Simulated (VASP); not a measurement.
Al2Pt:

```xyz
3
Lattice="0.0000 2.9352 2.9352 2.9352 0.0000 2.9352 2.9352 2.9352 0.0000" Properties=species:S:1:pos:R:3 pbc="T T T"
Pt    0.0000    0.0000    0.0000
Al    4.4028    4.4028    4.4028
Al    1.4676    1.4676    1.4676
```

Base run:

```yaml
Program: VASP 6.6.1
Functional: r2SCAN
Potentials_or_basis: VASP PAW PBE potentials, release 64 (Pt, Al)
Cutoff: 520 eV
k_mesh: 8 × 8 × 8
Occupations: fermi-dirac, width 0.05 eV
Spin: no spin polarisation
```

Its results: band gap on the k mesh zero (band 8 reaches 12.02 eV, above the bottom of band 9 at 6.28 eV); pressure 2.3 GPa.

**Question.** The run is repeated on the same cell with these changes: functional from r2SCAN to PBE; further incar settings from ALGO = Normal; EDIFF = 1e-06; NBANDS = 15 to ALGO = Normal; EDIFF = 1e-07; NBANDS = 15. What comes out?

**Answer.** Band gap on the k mesh zero (band 8 reaches 11.98 eV, above the bottom of band 9 at 6.50 eV); pressure 5.3 GPa.

Caveats: spin-orbit coupling is left out, which moves the levels of the heavy elements; the PAW data sets were made with another functional, which shifts forces and pressure a little (some runs).
